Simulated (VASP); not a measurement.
**YN: single point with PBEsol**

The system is YN.

```
Y N
1.0
     0.00000    2.43850    2.43850
     2.43850    0.00000    2.43850
     2.43850    2.43850    0.00000
Y N
1 1
Direct
  0.00000 0.00000 0.00000
  0.50000 0.50000 0.50000
```

| Quantity | Value |
| --- | --- |
| Program | VASP 6.6.1 |
| Task | single point |
| Functional | PBEsol |
| Potentials or basis | VASP PAW PBE potentials, release 64 (Y_sv, N) |
| Cutoff | 600 eV |
| k mesh | 6 × 6 × 6 |
| Occupations | gaussian, width 0.1 eV |
| Spin | no spin polarisation |

The pressure is -2.2 GPa and the band gap on the k mesh is 0.09 eV, indirect (least direct gap 0.47 eV).

Levels at points of the mesh, in eV from the valence-band top:
```
           k point  band 5  band 6  band 7  band 8  band 9  band 10  band 11  band 12
(0.00, 0.00, 0.00)  -12.89    0.00    0.00    0.00    3.10     3.10     3.10     4.14
(0.50, 0.00, 0.00)  -11.04   -4.16   -2.29   -2.29    5.72     6.41     6.41     6.67
(0.50, 0.50, 0.00)  -12.44   -1.50   -0.39   -0.39    0.09     6.90     7.30     7.99
```

It took 27 s on 1 thread of AMD EPYC 7R13 (shared host), peak memory 0.15 GiB.

Caveat: the PAW data sets were made with another functional, which shifts forces and pressure a little. A k mesh can miss the band edges.
